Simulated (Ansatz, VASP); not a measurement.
Two plane-wave programs on As

Contents of INCAR:

```
SYSTEM = As
ALGO     = Normal         ! electronic algorithm
DIPOL    = 0.5 0.5 0.500
EDIFF    = 1E-6           ! SCF threshold, eV
ENCUT    = 520            ! plane-wave cutoff, eV
GGA      = PE             ! functional
IDIPOL   = 3            
ISIF     = 2              ! what is computed and relaxed
ISMEAR   = 0              ! smearing method
LASPH    = .TRUE.         ! aspherical terms in the spheres
LCHARG   = .TRUE.         ! write CHGCAR
LDIPOL   = .TRUE.       
LELF     = .TRUE.         ! ELF
LREAL    = .FALSE.        ! projectors in reciprocal space
LVACPOTAV= .TRUE.       
LVHAR    = .TRUE.       
LWAVE    = .FALSE.        ! write WAVECAR
NBANDS   = 12             ! bands
NELM     = 60             ! most SCF steps
PREC     = Accurate       ! precision mode
SIGMA    = 0.02           ! smearing width, eV
```

KPOINTS

```
k-points
0
G
  9 9 1
  0 0 0
```

The input POSCAR:

```
As
1.0
    3.4390000000      0.0000000000      0.0000000000
   -1.7195000000      2.9782613636      0.0000000000
    0.0000000000      0.0000000000     28.0000000000
As
2
Direct
    0.3333333333      0.6666666667      0.5266071429
    0.6666666667      0.3333333333      0.4733928571
```

Input for Ansatz:

```yaml
crystal:
  lattice:
    - [3.439, 0.0, 0.0]
    - [-1.7195, 2.9782613636, 0.0]
    - [0.0, 0.0, 28.0]
  atoms:
    - { symbol: As, position: [0.3333333333, 0.6666666667, 0.5266071429] }
    - { symbol: As, position: [0.6666666667, 0.3333333333, 0.4733928571] }
  periodic: [true, true, false]
basis:
  ecutwfc: 420
kpoints:
  mp_grid: { grid: [9, 9, 1] }
hamiltonian:
  xc: pbe
scf:
  occupations: { method: gaussian, width: 0.02 }
output:
  forces: true
  stress: true
  eigenvalues: true
```

Alike in both runs: task single point; functional PBE; k mesh 9 × 9 × 1; occupations gaussian, width 0.02 eV; no spin polarisation.

|  | VASP | Ansatz |
| --- | --- | --- |
| version | VASP 6.6.1 | Ansatz 0.2.0 |
| potentials or method | VASP PAW PBE potentials, release 64 (As), cutoff 520 eV | scalar-relativistic, plane waves, PAW |
| valence electrons in the cell | 10 | 30 |

Ansatz gave:

| Item | Value |
| --- | --- |
| gap on the k mesh at the Fermi level (eV) | 0.73 |
| least direct gap on the mesh (eV) | 2.18 |
| rms of the force components (eV/Å) | 0.418 |

Q: Which values does VASP return?

A: gap on the k mesh at the Fermi level (eV): 0.74; least direct gap on the mesh (eV): 2.17; rms of the force components (eV/Å): 0.366.

Atom by atom the forces differ by 0.052 eV/Å (rms over components). VASP's potentials hold 10 valence electrons a cell and Ansatz's 30, so a difference there can come from the potentials and not from the codes.
